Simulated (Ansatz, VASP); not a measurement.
## Two plane-wave programs on Be2ZnTe2Se

```
CELL_PARAMETERS angstrom
3.87614 0.00000 0.00000
-1.93807 3.35684 0.00000
0.00000 0.00000 10.82870
ATOMIC_POSITIONS crystal
Be 0.33333 0.66667 0.50000
Be 0.66667 0.33333 0.50000
Zn 0.00000 0.00000 0.50000
Te 0.00000 0.00000 0.75757
Te 0.00000 0.00000 0.24243
Se 0.00000 0.00000 0.00000
```

Alike in both runs: functional PBE; k mesh 12 × 12 × 4; occupations gaussian, width 0.1 eV; no spin polarisation.

Ansatz relaxed the structure, and its values are those at the end. VASP's run is a single point on that final structure, the one shown.

|  | VASP | Ansatz |
| --- | --- | --- |
| version | VASP 6.6.1 | Ansatz 0.2.0 |
| potentials or method | VASP PAW PBE potentials, release 64 (Be, Zn, Te, Se), cutoff 520 eV | scalar-relativistic, plane waves, PAW |
| valence electrons in the cell | 34 | 64 |

|  | VASP | Ansatz | Ansatz less VASP |
| --- | --- | --- | --- |
| gap on the k mesh at the Fermi level (eV) | none | none | - |
| pressure (GPa) | 0.1 | 0.0 | -0.05 |

A gap of «none» marks a metal or a gap that the smearing closes. VASP's potentials hold 34 valence electrons a cell and Ansatz's 64, so a difference there can come from the potentials and not from the codes.

Neither program's run includes spin-orbit coupling.
